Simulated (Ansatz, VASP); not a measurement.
**CaO: VASP beside Ansatz**

```
CELL_PARAMETERS angstrom
3.31994 0.00000 0.00000
-1.65997 2.87515 0.00000
0.00000 0.00000 5.81431
ATOMIC_POSITIONS crystal
Ca 0.00000 0.00000 0.00000
Ca 0.00000 0.00000 0.50000
O 0.33333 0.66667 0.25000
O 0.66667 0.33333 0.75000
```

Alike in both runs: task single point; functional r2SCAN; k mesh 9 × 9 × 4; no spin polarisation.

|  | VASP | Ansatz |
| --- | --- | --- |
| version | VASP 6.6.1 | Ansatz 0.2.0 |
| potentials or method | VASP PAW PBE potentials, release 64 (Ca_sv, O) | plane waves, PAW |
| plane-wave cutoff (eV) | 520 | 500 |
| occupations | gaussian, width 0.01 eV | fixed |
| valence electrons in the cell | 32 | 32 |

|  | VASP | Ansatz | Ansatz less VASP |
| --- | --- | --- | --- |
| gap on the k mesh at the Fermi level (eV) | 4.40 | 4.41 | +0.004 |
| pressure (GPa) | 1.0 | 0.0 | -1.04 |
| traceless stress, the component that is largest in VASP (GPa) | 0.14 | 0.00 | -0.137 |

VASP's potentials were made for PBE, not for r2SCAN.
